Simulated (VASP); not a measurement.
Runs of VASP 6.6.1 on GeSb4Te4. The structure is that of space group P3m1 (No. 156), or close to it. The cells are those of the table. 

| cell | gap on the mesh (eV) | pressure (GPa) | largest force (eV/Å) |
| --- | --- | --- | --- |
| a = 4.330, b = 4.330, c = 18.649 Å, angles 90.0, 90.0, 60.0°, 9 atoms | (c) | -0.4 | 0.09 |
| a = 4.330, b = 4.330, c = 18.399 Å, angles 90.0, 90.0, 60.0°, 9 atoms | 0.17 | -0.4 | 0.09 |
| a = 4.330, b = 4.330, c = 20.649 Å, angles 90.0, 90.0, 60.0°, 9 atoms | 0.25 | -0.4 | 0.14 |
| a = 4.330, b = 4.330, c = 18.149 Å, angles 90.0, 90.0, 60.0°, 9 atoms | (a) | -0.3 | (b) |
| a = 4.330, b = 4.330, c = 19.649 Å, angles 90.0, 90.0, 60.0°, 9 atoms | 0.17 | -0.4 | 0.13 |
| a = 4.330, b = 4.330, c = 19.149 Å, angles 90.0, 90.0, 60.0°, 9 atoms | 0.07 | -0.4 | 0.12 |

Alike in all rows: task single point; level PBE; potentials or basis VASP PAW PBE potentials, release 64 (Ge_d, Sb, Te); no spin polarisation; k mesh 9 × 9 × 2; cutoff (eV) 520; smearing gaussian 0.03 eV.

Question: Estimate the missing entries.

Answer: (a) 0.15; (b) 0.10; (c) 0.10.

Caveats: spin-orbit coupling is left out, which moves the levels of the heavy elements; this functional lacks dispersion, which binds the layers, so the pressure and a relaxed spacing across them are unreliable (some runs).

A k mesh can miss the band edges, and the runs leave out spin-orbit coupling on Ge, Sb, Te.
